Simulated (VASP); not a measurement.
Crystal: MgS.

```
CELL_PARAMETERS angstrom
-3.55743 3.55743 3.10693
3.55743 -3.55743 3.10693
3.55743 3.55743 -3.10693
ATOMIC_POSITIONS crystal
Mg 0.75000 0.25000 0.50000
Mg 0.25000 0.75000 0.50000
Mg 0.25000 0.25000 0.00000
Mg 0.75000 0.75000 0.00000
S 0.67900 0.17900 0.85800
S 0.17900 0.32100 0.50000
S 0.32100 0.82100 0.14200
S 0.82100 0.67900 0.50000
```

| Quantity | Value |
| --- | --- |
| Program | VASP 6.6.1 |
| Task | relaxation of the atoms |
| Functional | PBE |
| Potentials or basis | VASP PAW PBE potentials, release 64 (Mg, S) |
| Cutoff | 520 eV |
| k mesh | 6 × 6 × 6 |
| Occupations | methfessel-paxton, width 0.016 eV |
| Spin | no spin polarisation |

At the start: pressure -0.4 GPa; volume 19.66 Å³/atom.

Task: Where does the relaxation end?

Result: Over 3 steps the energy falls by 29.9 meV/atom at a fixed cell; space group I4/mcm (No. 140, to 0.1 Å) before and after.

The path:
```tsv
step	energy change (eV)	largest force (eV/Å)	pressure (GPa)
1	0.0000	1.1221	-0.43
2	-0.1787	0.5411	-1.83
3	-0.2390	0.0083	-3.06
```

Final structure:
```xyz
8
Lattice="-3.5574 3.5574 3.1069 3.5574 -3.5574 3.1069 3.5574 3.5574 -3.1069" Properties=species:S:1:pos:R:3 pbc="T T T"
Mg    0.0000    3.5574    1.5535
Mg    3.5574    0.0000    1.5535
Mg    0.0000    0.0000    1.5535
Mg    0.0000    0.0000    4.6604
S     1.3528    4.9102    0.0000
S     2.2047    1.3528    0.0000
S     2.2047   -1.3528    3.1069
S     1.3528    2.2047    3.1069
```
